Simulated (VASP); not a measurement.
# NdTl2P3 (P-6m2) in VASP: relaxation of cell and atoms with PBE

Aim: the relaxation of cell and atoms of NdTl2P3 with PBE.

Everything below comes from runs of VASP 6.6.1. Logs are shortened: lines on timing, memory, paths and dates and some standing lists are left out, and cuts for length are marked.

## Step 1: The cell of the first run

It takes space group P-6m2 (No. 187, hexagonal). The conventional cell has a = 6.399 Å, b = 6.399 Å, c = 5.269 Å, α = 90.00°, β = 90.00°, γ = 120.00°. Within 3.9 Å of Nd (site symmetry -6m2) lie 6 P at 2.94 Å and 3 Tl at 3.69 Å. Within 4.3 Å of Tl (site symmetry -6m2) lie 6 P at 3.25 Å. Within 4.7 Å of Tl (site symmetry -6m2) lie 6 P at 3.56 Å and 3 Nd at 3.69 Å and 6 Tl at 4.54 Å. P (site symmetry mm2) has 2 P at 2.25 Å and 2 Nd at 2.94 Å within 3.0 Å.

The cell was generated, and may not be a known phase.

## Step 2: Relaxation of cell and atoms, PBE

The input, INCAR:

```
PREC = Accurate
ENCUT = 500
EDIFF = 1E-7
ISMEAR = 0
SIGMA = 0.1
LREAL = False
LASPH = True
NELM = 200
ALGO = Normal
ISIF = 3
LWAVE = False
LCHARG = False
GGA = PE
IBRION = 2
NSW = 100
EDIFFG = -0.01
GGA_COMPAT = False
NELMIN = 4
LMAXMIX = 6
```

The input, KPOINTS:

```
Automatic mesh
0
Gamma
  6 6 6
```

The input, POSCAR:

```
NdTl2P3
1.0
    6.3992038991      0.0000000000      0.0000000000
   -3.1996019496      5.5418731406      0.0000000000
    0.0000000000      0.0000000000      5.2689986146
Nd Tl P
1 2 3
Direct
    0.3333333333      0.6666666667      0.0000000000
    0.6666666667      0.3333333333      0.5000000000
    0.0000000000      0.0000000000      0.0000000000
    0.2163567317      0.7836432683      0.5000000000
    0.2163567317      0.4327134634      0.5000000000
    0.5672865366      0.7836432683      0.5000000000
```

Potentials or basis: VASP PAW PBE potentials, release 64 (Nd_3, Tl_d, P), 4f in core.

Run with:

```
$ cat potpaw_PBE.64/Nd_3/POTCAR potpaw_PBE.64/Tl_d/POTCAR potpaw_PBE.64/P/POTCAR > POTCAR
$ mpirun -np 1 vasp_std > vasp.out
```

OUTCAR:

```text
PREC = Accurate
   ENCUT = 500
   EDIFF = 1E-7
   ISMEAR = 0
   LREAL = False
   LASPH = True
   NELM = 200
   ISIF = 3
   GGA = PE
   IBRION = 2
   NSW = 100
   EDIFFG = -0.01
   NELMIN = 4

 ion  position               nearest neighbor table
   1  0.333  0.667  0.000-   4 2.94   4 2.94   6 2.94   6 2.94   5 2.94   5 2.94   3 3.69   3 3.69
                             3 3.69
   2  0.667  0.333  0.500-   5 3.25   6 3.25   4 3.25   4 3.25   5 3.25   6 3.25
   3  0.000  0.000  0.000-   1 3.69   1 3.69   1 3.69
   4  0.216  0.784  0.500-   6 2.25   5 2.25   1 2.94   1 2.94   2 3.25   2 3.25
   5  0.216  0.433  0.500-   6 2.25   4 2.25   1 2.94   1 2.94   2 3.25   2 3.25
   6  0.567  0.784  0.500-   5 2.25   4 2.25   1 2.94   1 2.94   2 3.25   2 3.25

  LATTYP: Found a hexagonal cell.
 ALAT       =     6.3992038991
 C/A-ratio  =     0.8233834548

  Lattice vectors:

 A1 = (   6.3992038991,   0.0000000000,   0.0000000000)
 A2 = (  -3.1996019496,   5.5418731406,   0.0000000000)
 A3 = (   0.0000000000,   0.0000000000,   5.2689986146)

Analysis of symmetry for initial positions (statically):
=====================================================================
 Subroutine PRICEL returns:
 Original cell was already a primitive cell.

 Routine SETGRP: Setting up the symmetry group for a
 hexagonal supercell.

 Subroutine GETGRP returns: Found 12 space group operations
 (whereof 12 operations were pure point group operations)
 out of a pool of 24 trial point group operations.

The static configuration has the point symmetry D_3h.

Analysis of symmetry for dynamics (positions and initial velocities):
=====================================================================
 Subroutine PRICEL returns:
 Original cell was already a primitive cell.

 Routine SETGRP: Setting up the symmetry group for a
 hexagonal supercell.

 Subroutine GETGRP returns: Found 12 space group operations
 (whereof 12 operations were pure point group operations)
 out of a pool of 24 trial point group operations.

The dynamic configuration has the point symmetry D_3h.

 Subroutine INISYM returns: Found 12 space group operations
 (whereof 12 operations are pure point group operations),
 and found     1 'primitive' translations

----------------------------------------------------------------------------------------

                                     Primitive cell

  volume of cell :     186.8575

  direct lattice vectors                    reciprocal lattice vectors
     6.399203899  0.000000000  0.000000000     0.156269438  0.090222202  0.000000000
    -3.199601950  5.541873141  0.000000000     0.000000000  0.180444405  0.000000000
     0.000000000  0.000000000  5.268998615     0.000000000  0.000000000  0.189789384

  length of vectors
     6.399203899  6.399203899  5.268998615     0.180444405  0.180444405  0.189789384

  position of ions in fractional coordinates (direct lattice)
     0.333333333  0.666666667  0.000000000
     0.666666667  0.333333333  0.500000000
     0.000000000  0.000000000  0.000000000
     0.216356732  0.783643268  0.500000000
     0.216356732  0.432713463  0.500000000
     0.567286537  0.783643268  0.500000000

  ion indices of the primitive-cell ions
   primitive index   ion index
                 1           1
                 2           2
                 3           3
                 4           4
                 5           5
                 6           6

----------------------------------------------------------------------------------------

 KPOINTS: Automatic mesh

Automatic generation of k-mesh.
 Grid dimensions read from file:
 generate k-points for:    6    6    6

 Generating k-lattice:

  Cartesian coordinates                     Fractional coordinates (reciprocal lattice)
     0.026044906  0.015037034  0.000000000     0.166666667  0.000000000  0.000000000
     0.000000000  0.030074067  0.000000000     0.000000000  0.166666667  0.000000000
     0.000000000  0.000000000  0.031631564     0.000000000  0.000000000  0.166666667

  Length of vectors
     0.030074067  0.030074067  0.031631564

  Shift w.r.t. Gamma in fractional coordinates (k-lattice)
     0.000000000  0.000000000  0.000000000

 Subroutine IBZKPT returns following result:
 ===========================================

 Found     28 irreducible k-points:

 Following reciprocal coordinates:
            Coordinates               Weight
  0.000000  0.000000  0.000000      1.000000
  0.166667  0.000000  0.000000      6.000000
  0.333333  0.000000  0.000000      6.000000
  0.500000  0.000000  0.000000      3.000000
  0.166667  0.166667  0.000000      6.000000
  0.333333  0.166667  0.000000     12.000000
[... 16 lines left out ...]
  0.166667  0.000000  0.500000      6.000000
  0.333333  0.000000  0.500000      6.000000
 [... further k-points ...]
   k-points           NKPTS =     28   k-points in BZ     NKDIM =     28   number of bands    NBANDS=     31
   number of dos      NEDOS =    301   number of ions     NIONS =      6
   total plane-waves  NPLWV =  92160
   dimension x,y,z NGX =    48 NGY =   48 NGZ =   40
   dimension x,y,z NGXF=    96 NGYF=   96 NGZF=   80
   ions per type =               1   2   3
   NGX,Y,Z   is equivalent  to a cutoff of  12.47, 12.47, 12.62 a.u.
   NGXF,Y,Z  is equivalent  to a cutoff of  24.94, 24.94, 25.24 a.u.
 SYSTEM =  unknown system
   PREC   = accura    normal or accurate (medium, high low for compatibility)
   ISTART =      0    job   : 0-new  1-cont  2-samecut
   ICHARG =      2    charge: 1-file 2-atom 10-const
   ISPIN  =      1    spin polarized calculation?
   LNONCOLLINEAR =      F non collinear calculations
   LSORBIT =      F    spin-orbit coupling
   LASPH  =      T    aspherical Exc in radial PAW
   ENCUT  =  500.0 eV  36.75 Ry    6.06 a.u.  11.67 11.67  9.61*2*pi/ulx,y,z
   NELM   =    200;   NELMIN=  4; NELMDL= -5     # of ELM steps
   EDIFF  = 0.1E-06   stopping-criterion for ELM
   LREAL  =      F    real-space projection
   EDIFFG = -.1E-01   stopping-criterion for IOM
   NSW    =    100    number of steps for IOM
   IBRION =      2    ionic relax: 0-MD 1-quasi-New 2-CG
   NFREE  =      1    steps in history (QN), initial steepest desc. (CG)
   ISIF   =      3    stress and relaxation
   ISYM   =      2    0-nonsym 1-usesym 2-fastsym
   POTIM  = 0.5000    time-step for ionic-motion
   TEBEG  =    0.0;   TEEND  =   0.0 temperature during run
   PSTRESS=    0.0 pullay stress
   NELECT =      52.0000    total number of electrons
   NUPDOWN=      -1.0000    fix difference up-down
   EMIN   =  10.00;   EMAX   =-10.00  energy-range for DOS
   EFERMI =   0.00;   METHOD = LEGACY
   ISMEAR =     0;   SIGMA  =   0.10  broadening in eV -4-tet -1-fermi 0-gaus
   EFERMI_NEDOS =   21; number of points for ismear=-14 and -15
   IALGO  =     38    algorithm
   IMIX   =      4    mixing-type and parameters
     AMIX     =   0.40;   BMIX     =  1.00
     AMIX_MAG =   1.60;   BMIX_MAG =  1.00
  volume/ion in A,a.u.               =      31.14       210.16
  Fermi-wavevector in a.u.,A,eV,Ry     =   1.068823  2.019782 15.543055  1.142382
  Thomas-Fermi vector in A             =   2.204483
   LORBIT       =      0    0 simple, 1 ext, 2 COOP (PROOUT), +10 PAW based schemes
   GGA     = PE    functional components
   LHFCALC =     F    Hartree Fock is set to
   AEXX    =    0.0000 exact exchange contribution
   IVDW    =     0    specifies the selected vdW correction
   LEPSILON=     F    determine dielectric tensor
   LRPA    =     F    only Hartree local field effects (RPA)
 conjugate gradient relaxation of ions
 non-spin polarized calculation
 Gauss-broadening in eV      SIGMA  =   0.10
  energy-cutoff  :      500.00
  volume of cell :      186.86
 maximum number of plane-waves:      4768
 NGX is ok and might be reduce to    48
   NGX = 23   NGY = 23   NGZ = 19

--------------------------------------- Ionic step        1  -------------------------------------------

 number of electron      51.9999999 magnetization

 Free energy of the ion-electron system (eV)
  ---------------------------------------------------
  ext. energy  EPLUGINS =         0.00000000
  ---------------------------------------------------
  free energy    TOTEN  =       -26.28665506 eV

  energy without entropy =      -26.26555414  energy(sigma->0) =      -26.27610460

------------------------ aborting loop because EDIFF is reached ----------------------------------------

  FORCE on cell =-STRESS in cart. coord.  units (eV):
  Direction    XX          YY          ZZ          XY          YZ          ZX
  --------------------------------------------------------------------------------------
  -------------------------------------------------------------------------------------
  Total       -0.6505616     -0.6505616     -0.0022329      0.0000000      0.0000000      0.0000000
  in kB       -5.5781272     -5.5781272     -0.0191456      0.0000000      0.0000000      0.0000000
  external PRESSURE =      -3.7251334 kB  Pullay stress =       0.0000000 kB
[... 185 lines left out ...]
  energy  without entropy=      -26.2793934638  energy(sigma->0) =      -26.29040874

--------------------------------------- Ionic step        6  -------------------------------------------

 number of electron      52.0000010 magnetization

 Free energy of the ion-electron system (eV)
  ---------------------------------------------------
  ext. energy  EPLUGINS =         0.00000000
  ---------------------------------------------------
  free energy    TOTEN  =       -26.30153857 eV

  energy without entropy =      -26.27960497  energy(sigma->0) =      -26.29057177

 E-fermi :   4.4660     XC(G=0):  -8.9148

 val. band max:        4.4570794083   @ k =   0.1667   0.0000   0.1667
 cond. band min:       4.4671073298   @ k =   0.5000   0.0000   0.3333
 fundamental gap:      0.0100279215
 Fermi energy:         4.4659518970

 k-point     1 :       0.0000    0.0000    0.0000
  band No.  band energies     occupation
      1     -34.1379      2.00000
      2     -15.3492      2.00000
      3     -15.3492      2.00000
      4     -15.3028      2.00000
      5      -9.9694      2.00000
      6      -7.3544      2.00000
[... 805 lines left out ...]
     30       5.6313      0.00000
     31       6.5836      0.00000

 [... further k-points ...]
[... 5 lines left out ...]
  --------------------------------------------------------------------------------------
  -------------------------------------------------------------------------------------
  Total       -0.0138940     -0.0138940     -0.0025660      0.0000000      0.0000000      0.0000000
  in kB       -0.1230764     -0.1230764     -0.0227302      0.0000000      0.0000000      0.0000000
  external PRESSURE =      -0.0896277 kB  Pullay stress =       0.0000000 kB
[... 21 lines left out ...]
  FREE ENERGIE OF THE ION-ELECTRON SYSTEM (eV)
  ---------------------------------------------------
  free  energy   TOTEN  =       -26.3015385710 eV

  energy  without entropy=      -26.2796049687  energy(sigma->0) =      -26.29057177

 reached required accuracy - stopping structural energy minimisation
```

Run time: 11 min. Hardware: 1 thread of Intel Xeon Platinum 8259CL at 2.50GHz (Skylake/Cascade Lake), shared host; peak memory 0.41 GiB.

What came out:

```
Free energy                           : -26.3015 eV
Relaxed volume                        : 30.14 Å³/atom
Relaxed cell                          : a = 6.282 Å, b = 6.282 Å, c = 5.292 Å, α = 90.00°, β = 90.00°, γ = 120.00°
Space group after relaxing (to 0.1 Å) : P-6m2 (No. 187)
Energy gained by relaxing             : 2.5 meV/atom
Ionic steps                           : 6
Pressure after relaxing               : 0.0 GPa
Largest force after relaxing          : 0.003 eV/Å
Band gap on the k mesh                : zero (bands 26 and 27 overlap by 0.82 eV)
```

Forces on the atoms (eV/Å):
```
Nd   0.000  0.000  0.000
Tl   0.000  0.000  0.000
Tl   0.000  0.000  0.000
P    0.003 -0.002  0.000
P    0.000  0.003  0.000
P   -0.003 -0.002  0.000
```

Step by step:
```tsv
step	energy change (eV)	largest force (eV/Å)	pressure (GPa)	volume (Å³)
1	0.0000	0.0643	-0.37	186.86
2	-0.0059	0.1406	-0.10	184.90
3	-0.0088	0.2401	0.26	182.47
4	-0.0120	0.1620	0.18	181.97
5	-0.0148	0.0348	-0.04	180.65
6	-0.0149	0.0034	-0.01	180.87
```

Final structure:
```
Nd Tl P
1.0
     6.28186    0.00000    0.00000
    -3.14093    5.44025    0.00000
     0.00000    0.00000    5.29244
Nd Tl P
1 2 3
Direct
  0.33333 0.66667 0.00000
  0.66667 0.33333 0.50000
  0.00000 0.00000 0.00000
  0.21414 0.78586 0.50000
  0.21414 0.42828 0.50000
  0.57172 0.78586 0.50000
```

Caveat: spin-orbit coupling is left out, which moves the levels of the heavy elements; the 4f electrons are frozen in the core, so they carry no moment and show no levels.
